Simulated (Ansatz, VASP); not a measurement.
# PbS: VASP beside Ansatz

Contents of INCAR:

```
SYSTEM = PbS
ALGO = Normal ; EDIFF = 1E-6
ENCUT = 520 ; GGA = PE
ISIF = 2 ; ISMEAR = -1
LASPH = .True. ; LCHARG = .True.
LELF = .True. ; LREAL = .False.
LVHAR = .True. ; LWAVE = .False.
NBANDS = 28 ; NELM = 60
PREC = Accurate ; SIGMA = 0.02
```

File KPOINTS:

```
k-points
0
Gamma
  12 12 4
  0 0 0
```

Contents of POSCAR:

```
PbS
1.0
    4.1234513036      0.0000000000      0.0000000000
   -2.0617256518      3.5710135802      0.0000000000
    0.0000000000      0.0000000000      7.3337316306
Pb S
2 2
Direct
    0.0000000000      0.0000000000      0.0000000000
    0.0000000000      0.0000000000      0.5000000000
    0.3333333333      0.6666666667      0.2500000000
    0.6666666667      0.3333333333      0.7500000000
```

Input for Ansatz:

```yaml
crystal:
  lattice:
    - [4.1234513036, 0.0, 0.0]
    - [-2.0617256518, 3.5710135802, 0.0]
    - [0.0, 0.0, 7.3337316306]
  atoms:
    - { symbol: Pb, position: [0.0, 0.0, 0.0] }
    - { symbol: Pb, position: [0.0, 0.0, 0.5] }
    - { symbol: S, position: [0.3333333333, 0.6666666667, 0.25] }
    - { symbol: S, position: [0.6666666667, 0.3333333333, 0.75] }
kpoints:
  mp_grid: { grid: [12, 12, 4] }
  band_path:
    path:
      - [0.0, 0.0, 0.0]
      - [0.5, 0.0, 0.0]
      - [0.3333333333, 0.3333333333, 0.0]
      - [0.0, 0.0, 0.5]
      - [0.5, 0.0, 0.5]
      - [0.3333333333, 0.3333333333, 0.5]
    npoints: 1
hamiltonian:
  xc: pbe
scf:
  occupations: { method: fermi_dirac, width: 0.02 }
  n_extra_bands: 5
output:
  forces: true
  stress: true
  eigenvalues: true
```

Alike in both runs: task single point; functional PBE; k mesh 12 × 12 × 4; occupations fermi-dirac, width 0.02 eV; no spin polarisation.

```csv
,VASP,Ansatz
version,VASP 6.6.1,Ansatz 0.2.0
potentials or method,"VASP PAW PBE potentials, release 64 (Pb_d, S)","plane waves, PAW"
plane-wave cutoff (eV),520,420
valence electrons in the cell,40,40
```

Ansatz gave:

```
pressure (GPa) : 1.0
```

Q: What did VASP give for the same quantities?

A: Pressure (GPa): 0.9.

Spin-orbit coupling is off throughout.
